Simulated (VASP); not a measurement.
Here is a VASP 6.6.1 calculation.

Contents of INCAR:

```
SYSTEM = InAs
PREC = Accurate
ENCUT = 520
EDIFF = 1E-7
ISMEAR = -1
SIGMA = 0.05
LREAL = .FALSE.
LASPH = .TRUE.
NELM = 60
ALGO = Normal
ISIF = 2
LWAVE = .FALSE.
LCHARG = .FALSE.
NBANDS = 16
```

KPOINTS

```
regular mesh
0
G
  8 8 8
  0 0 0
```

The input POSCAR:

```
InAs
1.0
    0.0000000000      2.8384167465      2.8384167465
    2.8384167465      0.0000000000      2.8384167465
    2.8384167465      2.8384167465      0.0000000000
In As
1 1
Direct
    0.5000000000      0.5000000000      0.5000000000
    0.0000000000      0.0000000000      0.0000000000
```

Potentials or basis: VASP PAW LDA potentials, release 64 (In_d, As).

Launch:

```sh
$ cat potpaw_LDA.64/In_d/POTCAR potpaw_LDA.64/As/POTCAR > POTCAR
$ mpirun -np 1 vasp_std > vasp.out
```

Problem. Predict the band gap on the k mesh.

Solution. Zero (band 9 reaches 6.59 eV, above the bottom of band 10 at 3.86 eV).

Problem. Predict the pressure.

Solution. -2.6 GPa.

Caveat: spin-orbit coupling is left out, which moves the levels of the heavy elements.
